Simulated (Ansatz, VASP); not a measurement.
**CdTe2 in VASP and in Ansatz**

INCAR

```
PREC = Accurate
ENCUT = 520
EDIFF = 1E-8
ISMEAR = -1
SIGMA = 0.15
LREAL = False
LASPH = True
NELM = 80
ALGO = Normal
ISIF = 2
LWAVE = False
LCHARG = False
GGA = PS
LEFG = True
NBANDS = 33
```

KPOINTS

```
regular mesh
0
Gamma
  8 8 8
```

Contents of POSCAR:

```
CdTe2
1.0
   -3.2773769595      3.2773769595      3.8855625745
    3.2773769595     -3.2773769595      3.8855625745
    3.2773769595      3.2773769595     -3.8855625745
Cd Te
2 4
Direct
    0.7500000000      0.7500000000      0.0000000000
    0.2500000000      0.2500000000      0.0000000000
    0.3491986289      0.8491986289      0.1983972578
    0.8491986289      0.6508013711      0.5000000000
    0.6508013711      0.1508013711      0.8016027422
    0.1508013711      0.3491986289      0.5000000000
```

Input for Ansatz:

```yaml
crystal:
  lattice:
    - [-3.2773769595, 3.2773769595, 3.8855625745]
    - [3.2773769595, -3.2773769595, 3.8855625745]
    - [3.2773769595, 3.2773769595, -3.8855625745]
  atoms:
    - { symbol: Cd, position: [0.75, 0.75, 0.0] }
    - { symbol: Cd, position: [0.25, 0.25, 0.0] }
    - { symbol: Te, position: [0.3491986289, 0.8491986289, 0.1983972578] }
    - { symbol: Te, position: [0.8491986289, 0.6508013711, 0.5] }
    - { symbol: Te, position: [0.6508013711, 0.1508013711, 0.8016027422] }
    - { symbol: Te, position: [0.1508013711, 0.3491986289, 0.5] }
basis:
  ecutwfc: 420
kpoints:
  mp_grid: { grid: [8, 8, 8] }
hamiltonian:
  xc: pbesol
scf:
  occupations: { method: fermi_dirac, width: 0.15 }
output:
  forces: true
  stress: true
  eigenvalues: true
  efg: {}
checkpoint:
  read: start.run
  write: ck
  compress: false
  write_wavefunctions: false
  write_every: 100000
```

Alike in both runs: task electric field gradients; functional PBEsol; k mesh 8 × 8 × 8; occupations fermi-dirac, width 0.15 eV; no spin polarisation.

```csv
,VASP,Ansatz
version,VASP 6.6.1,Ansatz 0.2.0
potentials or method,"VASP PAW PBE potentials, release 64 (Cd, Te), cutoff 520 eV","scalar-relativistic, plane waves, PAW"
valence electrons in the cell,48,104
```

VASP gave:

| Quantity | Value |
| --- | --- |
| gap on the k mesh at the Fermi level (eV) | none |
| pressure (GPa) | 0.2 |
| rms of the force components (eV/Å) | 0.005 |
| size of Vzz on the site where it differs most (V/Å²) | 434.1 |

Problem. Estimate Ansatz's values.

Solution. gap on the k mesh at the Fermi level (eV): none; pressure (GPa): 0.0; rms of the force components (eV/Å): 0.000; size of Vzz on the site where it differs most (V/Å²): 458.5.

VASP's potentials were made for PBE, not for PBEsol. Atom by atom the forces differ by 0.005 eV/Å (rms over components). A gap of «none» marks a metal or a gap that the smearing closes. The functional is the same, so the differences come from potentials, cutoffs and numerics. VASP's potentials hold 48 valence electrons a cell and Ansatz's 104, so a difference there can come from the potentials and not from the codes.

Spin-orbit coupling is off throughout.
